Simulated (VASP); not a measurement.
# BAs (F-43m) in VASP: further runs

BAs is run at these levels: PBEsol, RPBE, r2SCAN+D4, r2SCAN; tasks: single point.

Everything below comes from runs of VASP 6.6.1. Logs are shortened: lines on timing, memory, paths and dates and some standing lists are left out, and cuts for length are marked.

### Step 1. The cell of the first run

The structure is cubic, space group F-43m (No. 216). The conventional cell has a = 4.768 Å, b = 4.768 Å, c = 4.768 Å, α = 90.00°, β = 90.00°, γ = 90.00°. B (site symmetry -43m) has 4 As at 2.06 Å within 2.7 Å. As (site symmetry -43m) has 4 B at 2.06 Å within 2.7 Å.

### Step 2. Single point, PBEsol

INCAR

```
SYSTEM = BAs
PREC = Accurate
ENCUT = 500
EDIFF = 1E-6
ISMEAR = 0
SIGMA = 0.01
LREAL = .False.
LASPH = .True.
NELM = 120
ALGO = Normal
ISIF = 2
LWAVE = .False.
LCHARG = .True.
GGA = PS
LELF = .True.
LVHAR = .True.
NBANDS = 11
GGA_COMPAT = .False.
```

KPOINTS

```
Automatic mesh
0
Gamma
  6 6 6
  0 0 0
```

POSCAR

```
BAs
1.0
    0.0000000000      2.3841689109      2.3841689109
    2.3841689109      0.0000000000      2.3841689109
    2.3841689109      2.3841689109      0.0000000000
B As
1 1
Direct
    0.0000000000      0.0000000000      0.0000000000
    0.7500000000      0.7500000000      0.7500000000
```

Potentials or basis: VASP PAW PBE potentials, release 64 (B, As).

Run with:

```console
$ cat potpaw_PBE.64/B/POTCAR potpaw_PBE.64/As/POTCAR > POTCAR
$ mpirun -np 1 vasp_std > vasp.out
```

OUTCAR:

```text
SYSTEM = BAs
   PREC = Accurate
   ENCUT = 500
   EDIFF = 1E-6
   ISMEAR = 0
   LREAL = .False.
   LASPH = .True.
   NELM = 120
   ISIF = 2
   GGA = PS

 ion  position               nearest neighbor table
   1  0.000  0.000  0.000-   2 2.06   2 2.06   2 2.06   2 2.06
   2  0.750  0.750  0.750-   1 2.06   1 2.06   1 2.06   1 2.06

  LATTYP: Found a face centered cubic cell.
 ALAT       =     4.7683378218

  Lattice vectors:

 A1 = (   0.0000000000,   2.3841689109,   2.3841689109)
 A2 = (   2.3841689109,   0.0000000000,   2.3841689109)
 A3 = (   2.3841689109,   2.3841689109,   0.0000000000)

Analysis of symmetry for initial positions (statically):
=====================================================================
 Subroutine PRICEL returns:
 Original cell was already a primitive cell.

 Routine SETGRP: Setting up the symmetry group for a
 face centered cubic supercell.

 Subroutine GETGRP returns: Found 24 space group operations
 (whereof 24 operations were pure point group operations)
 out of a pool of 48 trial point group operations.

The static configuration has the point symmetry T_d .

Analysis of symmetry for dynamics (positions and initial velocities):
=====================================================================
 Subroutine PRICEL returns:
 Original cell was already a primitive cell.

 Routine SETGRP: Setting up the symmetry group for a
 face centered cubic supercell.

 Subroutine GETGRP returns: Found 24 space group operations
 (whereof 24 operations were pure point group operations)
 out of a pool of 48 trial point group operations.

The dynamic configuration has the point symmetry T_d .

 Subroutine INISYM returns: Found 24 space group operations
 (whereof 24 operations are pure point group operations),
 and found     1 'primitive' translations

----------------------------------------------------------------------------------------

                                     Primitive cell

  volume of cell :      27.1045

  direct lattice vectors                    reciprocal lattice vectors
     0.000000000  2.384168911  2.384168911    -0.209716685  0.209716685  0.209716685
     2.384168911  0.000000000  2.384168911     0.209716685 -0.209716685  0.209716685
     2.384168911  2.384168911  0.000000000     0.209716685  0.209716685 -0.209716685

  length of vectors
     3.371724009  3.371724009  3.371724009     0.363239953  0.363239953  0.363239953

  position of ions in fractional coordinates (direct lattice)
     0.000000000  0.000000000  0.000000000
     0.750000000  0.750000000  0.750000000

  ion indices of the primitive-cell ions
   primitive index   ion index
                 1           1
                 2           2

----------------------------------------------------------------------------------------

 KPOINTS: Automatic mesh

Automatic generation of k-mesh.
 Grid dimensions read from file:
 generate k-points for:    6    6    6

 Generating k-lattice:

  Cartesian coordinates                     Fractional coordinates (reciprocal lattice)
    -0.034952781  0.034952781  0.034952781     0.166666667  0.000000000  0.000000000
     0.034952781 -0.034952781  0.034952781     0.000000000  0.166666667  0.000000000
     0.034952781  0.034952781 -0.034952781     0.000000000  0.000000000  0.166666667

  Length of vectors
     0.060539992  0.060539992  0.060539992

  Shift w.r.t. Gamma in fractional coordinates (k-lattice)
     0.000000000  0.000000000  0.000000000

 Subroutine IBZKPT returns following result:
 ===========================================

 Found     16 irreducible k-points:

 Following reciprocal coordinates:
            Coordinates               Weight
  0.000000  0.000000  0.000000      1.000000
  0.166667  0.000000  0.000000      8.000000
  0.333333  0.000000  0.000000      8.000000
  0.500000  0.000000  0.000000      4.000000
  0.166667  0.166667  0.000000      6.000000
  0.333333  0.166667  0.000000     24.000000
[... 8 lines left out ...]
 -0.333333  0.333333  0.166667     24.000000
 -0.333333  0.500000  0.166667     12.000000
   k-points           NKPTS =     16   k-points in BZ     NKDIM =     16   number of bands    NBANDS=     11
   number of dos      NEDOS =    301   number of ions     NIONS =      2
   total plane-waves  NPLWV =  21952
   dimension x,y,z NGX =    28 NGY =   28 NGZ =   28
   dimension x,y,z NGXF=    56 NGYF=   56 NGZF=   56
   ions per type =               1   1
   NGX,Y,Z   is equivalent  to a cutoff of  13.81, 13.81, 13.81 a.u.
   NGXF,Y,Z  is equivalent  to a cutoff of  27.61, 27.61, 27.61 a.u.
 SYSTEM =  BAs
   PREC   = accura    normal or accurate (medium, high low for compatibility)
   ISTART =      0    job   : 0-new  1-cont  2-samecut
   ICHARG =      2    charge: 1-file 2-atom 10-const
   ISPIN  =      1    spin polarized calculation?
   LNONCOLLINEAR =      F non collinear calculations
   LSORBIT =      F    spin-orbit coupling
   LASPH  =      T    aspherical Exc in radial PAW
   ENCUT  =  500.0 eV  36.75 Ry    6.06 a.u.   6.15  6.15  6.15*2*pi/ulx,y,z
   NELM   =    120;   NELMIN=  2; NELMDL= -5     # of ELM steps
   EDIFF  = 0.1E-05   stopping-criterion for ELM
   LREAL  =      F    real-space projection
   EDIFFG = 0.1E-04   stopping-criterion for IOM
   NSW    =      0    number of steps for IOM
   IBRION =     -1    ionic relax: 0-MD 1-quasi-New 2-CG
   NFREE  =      0    steps in history (QN), initial steepest desc. (CG)
   ISIF   =      2    stress and relaxation
   ISYM   =      2    0-nonsym 1-usesym 2-fastsym
   POTIM  = 0.5000    time-step for ionic-motion
   TEBEG  =    0.0;   TEEND  =   0.0 temperature during run
   PSTRESS=    0.0 pullay stress
   NELECT =       8.0000    total number of electrons
   NUPDOWN=      -1.0000    fix difference up-down
   EMIN   =  10.00;   EMAX   =-10.00  energy-range for DOS
   EFERMI =   0.00;   METHOD = LEGACY
   ISMEAR =     0;   SIGMA  =   0.01  broadening in eV -4-tet -1-fermi 0-gaus
   EFERMI_NEDOS =   21; number of points for ismear=-14 and -15
   IALGO  =     38    algorithm
   IMIX   =      4    mixing-type and parameters
     AMIX     =   0.40;   BMIX     =  1.00
     AMIX_MAG =   1.60;   BMIX_MAG =  1.00
  volume/ion in A,a.u.               =      13.55        91.46
  Fermi-wavevector in a.u.,A,eV,Ry     =   1.089995  2.059792 16.164931  1.188089
  Thomas-Fermi vector in A             =   2.226210
   LORBIT       =      0    0 simple, 1 ext, 2 COOP (PROOUT), +10 PAW based schemes
   GGA     = PS    functional components
   LHFCALC =     F    Hartree Fock is set to
   AEXX    =    0.0000 exact exchange contribution
   IVDW    =     0    specifies the selected vdW correction
   LEPSILON=     F    determine dielectric tensor
   LRPA    =     F    only Hartree local field effects (RPA)
 non-spin polarized calculation
 Gauss-broadening in eV      SIGMA  =   0.01
  energy-cutoff  :      500.00
  volume of cell :       27.10
 maximum number of plane-waves:       701
 NGX is ok and might be reduce to    28
   NGX = 13   NGY = 13   NGZ = 13

 number of electron       8.0000000 magnetization

 Free energy of the ion-electron system (eV)
  ---------------------------------------------------
  ext. energy  EPLUGINS =         0.00000000
  ---------------------------------------------------
  free energy    TOTEN  =       -12.18346037 eV

  energy without entropy =      -12.18346037  energy(sigma->0) =      -12.18346037

 E-fermi :   6.1887     XC(G=0): -10.7515

 val. band max:        6.1106628304   @ k =   0.0000   0.0000   0.0000
 cond. band min:       7.2861282206   @ k =   0.3333   0.3333   0.0000
 fundamental gap:      1.1754653903
 Fermi energy:         6.1886871378

 k-point     1 :       0.0000    0.0000    0.0000
  band No.  band energies     occupation
      1      -9.3785      2.00000
      2       6.1107      2.00000
      3       6.1107      2.00000
      4       6.1107      2.00000
      5       9.3544      0.00000
      6       9.3544      0.00000
      7       9.3544      0.00000
      8      10.8617      0.00000
      9      15.4810      0.00000
     10      19.0596      0.00000
     11      19.0596      0.00000

 k-point     2 :       0.1667    0.0000    0.0000
  band No.  band energies     occupation
      1      -8.9222      2.00000
      2       3.1241      2.00000
      3       5.4188      2.00000
      4       5.4188      2.00000
      5       9.3954      0.00000
      6      10.2510      0.00000
      7      10.2510      0.00000
      8      12.7848      0.00000
      9      16.9330      0.00000
     10      17.3305      0.00000
     11      17.3305      0.00000

 k-point     3 :       0.3333    0.0000    0.0000
  band No.  band energies     occupation
      1      -7.6443      2.00000
      2      -0.6922      2.00000
      3       4.5781      2.00000
      4       4.5781      2.00000
      5       8.9635      0.00000
      6      10.9016      0.00000
      7      10.9016      0.00000
      8      14.7114      0.00000
      9      17.4549      0.00000
     10      18.0798      0.00000
     11      18.0798      0.00000

 k-point     4 :       0.5000    0.0000    0.0000
  band No.  band energies     occupation
      1      -6.4735      2.00000
      2      -2.7648      2.00000
      3       4.2711      2.00000
      4       4.2711      2.00000
      5       8.7952      0.00000
      6      10.8398      0.00000
      7      10.8398      0.00000
      8      14.8233      0.00000
      9      18.7055      0.00000
     10      20.6463      0.00000
     11      20.6463      0.00000
[... 127 lines left out ...]
 k-point    14 :       0.5000    0.3333    0.1667
  band No.  band energies     occupation
      1      -6.5541      2.00000
      2      -0.6709      2.00000
      3       1.1619      2.00000
      4       2.8445      2.00000
      5       9.8320      0.00000
      6      11.2236      0.00000
      7      11.9416      0.00000
      8      15.1634      0.00000
      9      17.5104      0.00000
     10      19.7935      0.00000
     11      22.1510      0.00000

 k-point    15 :      -0.3333    0.3333    0.1667
  band No.  band energies     occupation
      1      -5.5122      2.00000
      2      -1.9825      2.00000
      3       0.6201      2.00000
      4       2.1826      2.00000
      5      10.3724      0.00000
      6      11.2996      0.00000
      7      13.5465      0.00000
      8      14.9728      0.00000
      9      16.3121      0.00000
     10      20.5399      0.00000
     11      22.3585      0.00000

 k-point    16 :      -0.3333    0.5000    0.1667
  band No.  band energies     occupation
      1      -5.0310      2.00000
      2      -2.1171      2.00000
      3       0.8736      2.00000
      4       1.0680      2.00000
      5       9.8081      0.00000
      6      10.0142      0.00000
      7      14.7554      0.00000
      8      14.9615      0.00000
      9      18.4112      0.00000
     10      21.7616      0.00000
     11      21.9045      0.00000

------------------------ aborting loop because EDIFF is reached ----------------------------------------

  FORCE on cell =-STRESS in cart. coord.  units (eV):
  Direction    XX          YY          ZZ          XY          YZ          ZX
  --------------------------------------------------------------------------------------
  -------------------------------------------------------------------------------------
  Total        0.1484464      0.1484464      0.1484464      0.0000000     -0.0000000     -0.0000000
  in kB        8.7748397      8.7748397      8.7748397      0.0000000     -0.0000000     -0.0000000
  external PRESSURE =       8.7748397 kB  Pullay stress =       0.0000000 kB

 VOLUME and BASIS-vectors are now :
 -----------------------------------------------------------------------------
  energy-cutoff  :      500.00
  volume of cell :       27.10
      direct lattice vectors                 reciprocal lattice vectors
     0.000000000  2.384168911  2.384168911    -0.209716685  0.209716685  0.209716685
     2.384168911  0.000000000  2.384168911     0.209716685 -0.209716685  0.209716685
     2.384168911  2.384168911  0.000000000     0.209716685  0.209716685 -0.209716685

 POSITION                                       TOTAL-FORCE (eV/Angst)
 -----------------------------------------------------------------------------------
      0.00000      0.00000      0.00000        -0.000000     -0.000000     -0.000000
      3.57625      3.57625      3.57625         0.000000      0.000000      0.000000
 -----------------------------------------------------------------------------------
    total drift:                                0.000000      0.000000      0.000000

  FREE ENERGIE OF THE ION-ELECTRON SYSTEM (eV)
  ---------------------------------------------------
  free  energy   TOTEN  =       -12.1834603698 eV

  energy  without entropy=      -12.1834603698  energy(sigma->0) =      -12.18346037
```

Run time: 11 s. Hardware: 1 thread of Intel Xeon 8259CL, shared host; peak memory 0.15 GiB.

What came out:

```
Free energy            : -12.1835 eV
Pressure               : 0.9 GPa
Band gap on the k mesh : 1.18 eV (least direct gap 3.24 eV)
```

Caveat: the PAW data sets were made with another functional, which shifts forces and pressure a little. PBEsol gaps usually lie below the measured ones, often by a third to a half.

### Step 3. Single point, RPBE

This run uses another cell than the first one, of 14.18 Å³/atom.

INCAR

```
SYSTEM = BAs
  ALGO = Normal
  EDIFF = 1E-6
  ENCUT = 500
  GGA = RP
  GGA_COMPAT = .FALSE.
  ISIF = 2
  ISMEAR = 0
  LASPH = .TRUE.
  LCHARG = .FALSE.
  LREAL = .FALSE.
  LWAVE = .FALSE.
  NBANDS = 11
  NELM = 120
  PREC = Accurate
  SIGMA = 0.01
```

KPOINTS

```
k-points
0
G
  6 6 6
  0 0 0
```

POSCAR

```
BAs
1.0
    0.0000000000      2.4206225793      2.4206225793
    2.4206225793      0.0000000000      2.4206225793
    2.4206225793      2.4206225793      0.0000000000
B As
1 1
Direct
    0.0000000000      0.0000000000      0.0000000000
    0.7500000000      0.7500000000      0.7500000000
```

Potentials or basis: VASP PAW PBE potentials, release 64 (B, As).

Run with:

```console
$ cat potpaw_PBE.64/B/POTCAR potpaw_PBE.64/As/POTCAR > POTCAR
$ mpirun -np 1 vasp_std > vasp.out
```

Run time: 11 s. Hardware: 1 thread of Intel Xeon 8259CL, shared host; peak memory 0.15 GiB.

The run converged. Its results:

```
Free energy            : -10.7307 eV
Pressure               : 0.5 GPa
Band gap on the k mesh : 1.34 eV (least direct gap 3.23 eV)
```

Levels at points of the mesh, in eV from the valence-band top:
```csv
k point,band 2,band 3,band 4,band 5,band 6,band 7
"(0.00, 0.00, 0.00)",0.00,0.00,0.00,3.23,3.23,3.23
"(0.50, 0.00, 0.00)",-8.51,-1.76,-1.76,2.48,4.74,4.74
"(0.50, 0.50, 0.00)",-8.35,-3.92,-3.92,1.50,1.54,11.05
```

Caveat: the PAW data sets were made with another functional, which shifts forces and pressure a little. A hybrid or GW would open this gap; RPBE tends to underestimate it.

### Step 4. Single point, r2SCAN+D4

POSCAR

```
BAs
1.0
    0.0000000000      2.3834277273      2.3834277273
    2.3834277273      0.0000000000      2.3834277273
    2.3834277273      2.3834277273      0.0000000000
B As
1 1
Direct
    0.0000000000      0.0000000000      0.0000000000
    0.7500000000      0.7500000000      0.7500000000
```

INCAR.step1

```
ALGO = Normal
EDIFF = 1E-5
ENCUT = 550
GGA = PE
GGA_COMPAT = False
ISMEAR = 0
LASPH = True
LCHARG = False
LREAL = False
LWAVE = True
NBANDS = 11
NELM = 120
PREC = Accurate
SIGMA = 0.01
```

INCAR.step2

```
ALGO = Normal
EDIFF = 1E-6
ENCUT = 550
GGA_COMPAT = False
ISIF = 2
ISMEAR = 0
ISTART = 1
IVDW = 13
LASPH = True
LCHARG = False
LMIXTAU = True
LREAL = False
LWAVE = False
METAGGA = R2SCAN
NBANDS = 11
NELM = 120
PREC = Accurate
SIGMA = 0.01
VDW_A1 = 0.51559235
VDW_A2 = 5.77342911
VDW_S6 = 1.0
VDW_S8 = 0.6018749
```

KPOINTS

```
k-points
0
Gamma
  6 6 6
```

Run with:

```console
$ cat potpaw_PBE.64/B/POTCAR potpaw_PBE.64/As/POTCAR > POTCAR
$ cp INCAR.step1 INCAR
$ mpirun -np 1 vasp_std > vasp.out
$ cp INCAR.step2 INCAR
$ mpirun -np 1 vasp_std > vasp.out
```

It took 48 s on 1 thread of Intel Xeon 8259CL, shared host; peak memory 0.16 GiB.

The run converged. Its results:

- Free energy: -22.5117 eV
- Pressure: 0.3 GPa
- Band gap on the k mesh: 1.46 eV (least direct gap 3.45 eV)
- Dispersion energy per atom: -0.138 eV

Levels at points of the mesh, in eV from the valence-band top:
| k point | band 1 | band 2 | band 3 | band 4 | band 5 | band 6 | band 7 | band 8 | band 9 |
| --- | --- | --- | --- | --- | --- | --- | --- | --- | --- |
| (0.00, 0.00, 0.00) | -16.22 | 0.00 | 0.00 | 0.00 | 3.45 | 3.45 | 3.45 | 5.24 | 10.41 |
| (0.50, 0.00, 0.00) | -13.17 | -9.29 | -1.95 | -1.95 | 3.01 | 5.06 | 5.06 | 9.59 | 13.69 |
| (0.50, 0.50, 0.00) | -11.72 | -9.10 | -4.34 | -4.34 | 1.60 | 1.69 | 12.22 | 12.22 | 13.94 |

Caveat: the PAW data sets were made with another functional, which shifts forces and pressure a little. r2SCAN opens gaps a little over a GGA but as a rule still falls short of measured ones.

### Step 5. Single point, r2SCAN

This run uses another cell than the first one, of 13.69 Å³/atom.

POSCAR

```
BAs
1.0
    0.0000000000      2.3921306616      2.3921306616
    2.3921306616      0.0000000000      2.3921306616
    2.3921306616      2.3921306616      0.0000000000
B As
1 1
Direct
    0.0000000000      0.0000000000      0.0000000000
    0.7500000000      0.7500000000      0.7500000000
```

INCAR.step1 is that of step 4.

Edit INCAR.step2 of step 4 so:

```diff
@@ -7,3 +7,2 @@
 ISTART = 1
-IVDW = 13
 LASPH = True
@@ -18,5 +17 @@
 SIGMA = 0.01
-VDW_A1 = 0.51559235
-VDW_A2 = 5.77342911
-VDW_S6 = 1.0
-VDW_S8 = 0.6018749
```

KPOINTS is that of step 4.

Run with:

```console
$ cat potpaw_PBE.64/B/POTCAR potpaw_PBE.64/As/POTCAR > POTCAR
$ cp INCAR.step1 INCAR
$ mpirun -np 1 vasp_std > vasp.out
$ cp INCAR.step2 INCAR
$ mpirun -np 1 vasp_std > vasp.out
```

Run time: 56 s. Hardware: 1 thread of Intel Xeon 8259CL, shared host; peak memory 0.16 GiB.

Results (log left out):

- Free energy: -22.2383 eV
- Pressure: 0.2 GPa
- Band gap on the k mesh: 1.47 eV (least direct gap 3.44 eV)

Levels at points of the mesh, in eV from the valence-band top:
```
           k point  band 1  band 2  band 3  band 4  band 5  band 6  band 7  band 8  band 9
(0.00, 0.00, 0.00)  -16.12    0.00    0.00    0.00    3.44    3.44    3.44    5.09   10.35
(0.50, 0.00, 0.00)  -13.11   -9.21   -1.93   -1.93    2.95    5.05    5.05    9.56   13.60
(0.50, 0.50, 0.00)  -11.68   -9.04   -4.29   -4.29    1.62    1.70   12.11   12.11   13.84
```

Caveat: the PAW data sets were made with another functional, which shifts forces and pressure a little. A k mesh can miss the band edges.

### Step 6. Summary

```tsv
level	cell	cutoff (eV)	gap on the mesh (eV)	pressure (GPa)
PBEsol	a = 3.372 Å, angles 60.0°, 2 atoms	500	1.18	0.9
RPBE	a = 3.423 Å, angles 60.0°, 2 atoms	500	1.34	0.5
r2SCAN+D4	a = 3.371 Å, angles 60.0°, 2 atoms	550	1.46	0.3
r2SCAN	a = 3.383 Å, angles 60.0°, 2 atoms	550	1.47	0.2
```

Alike in all rows: task single point; potentials or basis VASP PAW PBE potentials, release 64 (B, As); no spin polarisation; k mesh 6 × 6 × 6; smearing gaussian 0.01 eV.

Caveats: the PAW data sets were made with another functional, which shifts forces and pressure a little.

Absolute energies hang on the potentials; compare differences alone.
